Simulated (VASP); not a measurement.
# Si41H16Cl4 in VASP: a series of runs, part 3 of 3

VASP 6.6.1. The steps go on from the part before.

## 4. Single point, PBE

Input file INCAR:

```
SYSTEM = Si41H16Cl4
  ALGO = Normal
  EDIFF = 1E-6
  ENCUT = 520
  GGA = PE
  ISIF = 2
  ISMEAR = -1
  LASPH = .TRUE.
  LCHARG = .TRUE.
  LELF = .TRUE.
  LREAL = Auto
  LVHAR = .TRUE.
  LWAVE = .FALSE.
  NBANDS = 140
  NELM = 100
  PREC = Accurate
  SIGMA = 0.02
```

Input file KPOINTS:

```
k-points
0
G
  1 1 1
  0 0 0
```

Input file POSCAR:

```
Si41H16Cl4
1.0
    7.6791800000      0.0000000000      0.0000000000
    0.0000000000     15.3583590000      0.0000000000
    0.0000000000      0.0000000000     21.2555000000
H Si Cl
16 41 4
Direct
    0.4093926695      0.0000000000      0.0470466468
    0.0906086327      0.0000000000      0.0470466468
    0.9093939718      0.0000000000      0.0470466468
    0.5906099349      0.0000000000      0.0470466468
    0.4093926695      0.2500006674      0.0470466468
    0.0906086327      0.2500006674      0.0470466468
    0.9093939718      0.2500006674      0.0470466468
    0.5906099349      0.2500006674      0.0470466468
    0.4093926695      0.5000013348      0.0470466468
    0.0906086327      0.5000013348      0.0470466468
    0.9093939718      0.5000013348      0.0470466468
    0.5906099349      0.5000013348      0.0470466468
    0.4093926695      0.7500020022      0.0470466468
    0.0906086327      0.7500020022      0.0470466468
    0.9093939718      0.7500020022      0.0470466468
    0.5906099349      0.7500020022      0.0470466468
    0.2500006511      0.0000000000      0.0877655195
    0.7500019533      0.0000000000      0.0877655195
    0.2500006511      0.2500006674      0.0877655195
    0.7500019533      0.2500006674      0.0877655195
    0.2500006511      0.5000013348      0.0877655195
    0.7500019533      0.5000013348      0.0877655195
    0.2500006511      0.7500020022      0.0877655195
    0.7500019533      0.7500020022      0.0877655195
    0.2674504309      0.1112163090      0.1533109078
    0.7632585771      0.1251175337      0.1510997154
    0.2772431431      0.3793699574      0.1396626755
    0.7320182624      0.3788751129      0.1546235092
    0.2471748286      0.6184645117      0.1578226812
    0.7740019117      0.6229636903      0.1471666157
    0.2686614977      0.8772486696      0.1563313025
    0.7389851521      0.8807907147      0.1579497071
    0.0009766668     -0.0007552890      0.1836936322
    0.5104451257      0.1197002883      0.2150690410
    0.0159001352      0.4043465842      0.1978781962
    0.4872916119      0.3811019133      0.2218625767
    0.0138816905      0.7173943518      0.1895509398
    0.5271656609      0.6378025152      0.2058243749
    0.0046880005      0.8524348207      0.2155959634
    0.5037386804      0.8784206698      0.2275411070
   -0.0081519121     -0.0382918514      0.3010420832
    0.5036605471      0.0010482891      0.2899955306
    0.0259793363      0.2267625076      0.1808849474
    0.5902192682      0.2522079345      0.2657618028
   -0.0433509828      0.5653598799      0.2216085249
    0.5332991283      0.5276019398      0.2758627179
   -0.0102484901      0.7848104085      0.3197148973
    0.4798428999      0.7568582034      0.2776128531
    0.2354157605      0.0132696468      0.3495659947
    0.7475928419      0.0313640279      0.3448472160
    0.1209243695      0.1351837133      0.2825339324
    0.7964261809      0.1134626427      0.2591376350
    0.2415492279      0.5544016779      0.2716567477
    0.8048776041      0.5840011944      0.3207122862
    0.2190598475      0.7051664830      0.2707252241
    0.7562005318      0.7180519742      0.2852250006
   -0.1012998784      0.2682968929      0.2967043824
   -0.1633898411      0.4012993836      0.3110159723
    0.4080904472      0.1912183457      0.3379172449
    0.1980810451      0.3628838211      0.2839594458
   -0.0737318307      0.2297185526      0.3792712474
```

Potentials or basis: VASP PAW PBE potentials, release 64 (H, Si, Cl).

The run is started by

```
> cat potpaw_PBE.64/H/POTCAR potpaw_PBE.64/Si/POTCAR potpaw_PBE.64/Cl/POTCAR > POTCAR
> mpirun -np 1 vasp_gam > vasp.out
```

OUTCAR:

```text
SYSTEM = Si41H16Cl4
   EDIFF = 1E-6
   ENCUT = 520
   GGA = PE
   ISIF = 2
   ISMEAR = -1
   LASPH = .TRUE.
   LREAL = Auto
   NELM = 100
   PREC = Accurate

 ion  position               nearest neighbor table
   1  0.409  0.000  0.047-  17 1.50
   2  0.091  0.000  0.047-  17 1.50
   3  0.909  0.000  0.047-  18 1.50
   4  0.591  0.000  0.047-  18 1.50
   5  0.409  0.250  0.047-  19 1.50
   6  0.091  0.250  0.047-  19 1.50
[... 8 lines left out ...]
  15  0.909  0.750  0.047-  24 1.50
  16  0.591  0.750  0.047-  24 1.50
  17  0.250  0.000  0.088-   1 1.50   2 1.50  25 2.21  31 2.39  33 2.80
[... 465 lines left out ...]
  Total       93.4897180     28.5240521     17.5551712      4.2382816     -1.1523166      6.1431611
  in kB       59.7507614     18.2301741     11.2197883      2.7087530     -0.7364638      3.9261917
  external PRESSURE =      29.7335746 kB  Pullay stress =       0.0000000 kB

 VOLUME and BASIS-vectors are now :
 -----------------------------------------------------------------------------
  energy-cutoff  :      520.00
  volume of cell :     2506.87
      direct lattice vectors                 reciprocal lattice vectors
     7.679180000  0.000000000  0.000000000     0.130222237  0.000000000  0.000000000
     0.000000000 15.358359000  0.000000000     0.000000000  0.065111123  0.000000000
     0.000000000  0.000000000 21.255500000     0.000000000  0.000000000  0.047046647

 POSITION                                       TOTAL-FORCE (eV/Angst)
 -----------------------------------------------------------------------------------
      3.14380      0.00000      1.00000        -0.268971     -0.021388     -0.242403
      0.69580      0.00000      1.00000         0.814842      0.054719      0.137086
      6.98340      0.00000      1.00000        -0.826646     -0.144949      0.045992
      4.53540      0.00000      1.00000         0.333735      0.154991     -0.167806
      3.14380      3.83960      1.00000        -0.415288     -0.329149     -0.116127
      0.69580      3.83960      1.00000         0.837084     -0.020655      0.030580
[... 53 lines left out ...]
      1.52110      5.57330      6.03570        -0.202210      0.136024      0.656217
      7.11298      3.52810      8.06160         0.777664     -1.324707      5.250963
 -----------------------------------------------------------------------------------
    total drift:                                0.004966      0.001180     -0.010623

  FREE ENERGIE OF THE ION-ELECTRON SYSTEM (eV)
  ---------------------------------------------------
  free  energy   TOTEN  =      -256.0531220695 eV

  energy  without entropy=     -256.0208761337  energy(sigma->0) =     -256.03699910
```

stdout:

```text
POSCAR found type information on POSCAR H SiCl
 POSCAR found :  3 types and      61 ions
 scaLAPACK will be used
 LDA part: xc-table for (Slater+PW92), standard interpolation
 POSCAR, INCAR and KPOINTS ok, starting setup
 FFT: planning ... GRIDC
 FFT: planning ... GRID_SOFT
 FFT: planning ... GRID
 WAVECAR not read
 entering main loop
```

It took 14 min on 1 thread of Intel Xeon 6975P-C (Granite Rapids), shared host; peak memory 1.9 GiB.

What came out:

| Item | Value |
| --- | --- |
| Free energy | -256.0531 eV |
| Largest force | 5.834 eV/Å |

Forces on the atoms (eV/Å):
```
H   -0.269 -0.021 -0.242
H    0.815  0.055  0.137
H   -0.827 -0.145  0.046
H    0.334  0.155 -0.168
H   -0.415 -0.329 -0.116
H    0.837 -0.021  0.031
H   -0.909  0.019 -0.066
H    0.450 -0.096 -0.008
H   -0.863  0.402 -0.221
H    0.923 -0.088  0.077
H   -0.915 -0.193  0.072
H    0.880 -0.029 -0.095
H   -0.597 -0.090 -0.108
H    0.868  0.006  0.075
H   -0.841  0.273 -0.061
H    0.589 -0.106 -0.046
Si   0.094 -1.358 -0.441
Si   0.294  0.025  0.265
Si   0.013 -0.896  0.108
Si   0.192  0.689  0.402
Si   0.224  1.370 -1.449
Si  -0.343 -0.253 -0.856
Si   0.058  0.068  0.870
Si   0.151  0.673  0.354
Si  -1.138  2.233  1.117
Si  -0.647 -0.200 -0.643
Si  -0.445 -0.991  1.646
Si   1.000 -0.728 -0.441
Si   0.646  0.240 -0.103
Si  -0.921  0.056 -0.479
Si  -0.380 -0.258 -0.360
Si   0.527 -0.838 -0.413
Si  -0.115  1.091  0.138
Si  -0.438 -0.119 -0.929
Si  -0.046 -0.113 -0.088
Si   0.655  1.172 -0.297
Si  -0.051 -2.080 -0.044
Si  -0.496  0.420 -0.490
Si  -0.097  1.774  0.244
Si   0.019  1.598 -1.704
Si  -0.091 -0.343 -0.395
Si  -1.421  0.496 -0.683
Si  -0.491 -0.054  0.732
Si  -0.763 -1.063  0.532
Si   0.339 -0.719  1.135
Si   0.412 -1.305  0.675
Si   1.262  1.384  0.598
Si   1.082 -0.800  0.593
Si   0.456  0.652 -0.229
Si   0.463 -0.173  1.257
Si   0.390 -1.550 -1.037
Si   1.937 -0.536  0.206
Si  -0.152  0.562 -0.798
Si  -0.156 -1.087  0.057
Si  -1.297 -0.099  0.749
Si  -0.754 -0.168 -0.969
Si  -0.811  1.219 -5.647
Cl  -0.840  0.053  0.862
Cl   1.045  1.353  0.744
Cl  -0.202  0.136  0.656
Cl   0.778 -1.325  5.251
```

Caveat: the k points lie up to 0.82 Å⁻¹ apart, too coarse for converged energies, forces and pressures; there is no dipole correction, which matters where the two faces differ.

## 5. The runs side by side

| cell | largest force (eV/Å) |
| --- | --- |
| as given, atomic positions A | 4.61 |
| as given, atomic positions B | 4.36 |
| as given, atomic positions C | 5.83 |

Alike in all rows: task single point; level PBE; potentials or basis VASP PAW PBE potentials, release 64 (H, Si, Cl); no spin polarisation; k mesh 1 × 1 × 1; cutoff (eV) 520; smearing fermi-dirac 0.02 eV.

Caveats: all runs use coarse meshes; there is no dipole correction, which matters where the two faces differ.

Absolute energies hang on the potentials; compare differences alone.
